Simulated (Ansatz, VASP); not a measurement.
Two plane-wave programs on InSb3

```
Sb In
1.0
     4.80637    0.00000    0.00000
     0.00000    4.80637    0.00000
     0.00000    0.00000    4.80637
Sb In
3 1
Direct
  0.50000 0.50000 0.00000
  0.00000 0.50000 0.50000
  0.50000 0.00000 0.50000
  0.00000 0.00000 0.00000
```

Alike in both runs: task relaxation of cell and atoms; functional PBE0; k mesh 4 × 4 × 4; occupations fermi-dirac, width 0.05 eV; no spin polarisation.

|  | VASP | Ansatz |
| --- | --- | --- |
| version | VASP 6.6.1 | Ansatz 0.2.0 |
| potentials or method | VASP PAW PBE potentials, release 64 (Sb, In_d) | Ansatz PAW |
| plane-wave cutoff (eV) | 500 | 420 |
| valence electrons in the cell | 28 | 58 |

VASP gave:

```
gap on the k mesh at the Fermi level, each at its own relaxed structure (eV) : none
relaxed volume (Å³/atom)                                                     : 26.85
relaxed length of the cell vector where the two differ most in proportion (Å)              : 4.753
```

Task: What did Ansatz give for the same quantities?

Result: gap on the k mesh at the Fermi level, each at its own relaxed structure (eV): none; relaxed volume (Å³/atom): 27.23; relaxed length of the cell vector where the two differ most in proportion (Å): 4.776.

A gap of «none» marks a metal or a gap that the smearing closes. VASP's potentials hold 28 valence electrons a cell and Ansatz's 58, so a difference there can come from the potentials and not from the codes.

Spin-orbit coupling is off throughout. Noted on Ansatz's run: the plane-wave basis is chosen anew once the cell has moved, so the energies of steps on either side of that aren't comparable.
